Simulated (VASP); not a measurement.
# AlNi3: single point with PBE

Crystal: AlNi3.

```
Al Ni
1.0
     3.52305    0.00000    0.00000
     0.00000    3.52305    0.00000
     0.00000    0.00000    3.52305
Al Ni
1 3
Direct
  0.00000 0.00000 0.00000
  0.00000 0.50000 0.50000
  0.50000 0.00000 0.50000
  0.50000 0.50000 0.00000
```

```json
{
 "Program": "VASP 6.6.1",
 "Task": "single point",
 "Functional": "PBE",
 "Potentials or basis": "VASP PAW PBE potentials, release 64 (Al, Ni)",
 "Cutoff": "600 eV",
 "k mesh": "3 × 3 × 3",
 "Occupations": "gaussian, width 0.1 eV",
 "Spin": "collinear spin, ferromagnetic start",
 "Starting moments": "[0.0, 4.0, 4.0, 4.0] μB",
 "Dipole correction": "no",
 "Further INCAR settings": "ALGO = Normal; EDIFF = 1e-06; NBANDS = 28"
}
```

```yaml
Pressure: 8.3 GPa
Net_moment: 0.39 μB per cell
Site_moments: Al -0.01; Ni +0.14 μB
Valence_electrons_inside_the_program's_atomic_spheres: Al 0.82; Ni 9.46
```

Levels at points of the mesh, in eV from the Fermi level:
Spin up:
```tsv
k point	band 13	band 14	band 15	band 16	band 17	band 18	band 19	band 20
(0.00, 0.00, 0.00)	-0.30	-0.11	-0.11	-0.11	0.65	0.65	0.65	6.58
```
Spin down:
```
           k point  band 13  band 14  band 15  band 16  band 17  band 18  band 19  band 20
(0.00, 0.00, 0.00)    -0.17     0.14     0.14     0.14     0.64     0.64     0.64     6.61
```

Run time: 11 s on 1 thread of AMD EPYC 9R45 96-Core Processor (Zen 5), on a shared host, peak memory 0.14 GiB.

Caveat: the k points lie up to 0.59 Å⁻¹ apart; the moment fell far below its start of 4 μB, so a state of higher moment may lie lower in energy.
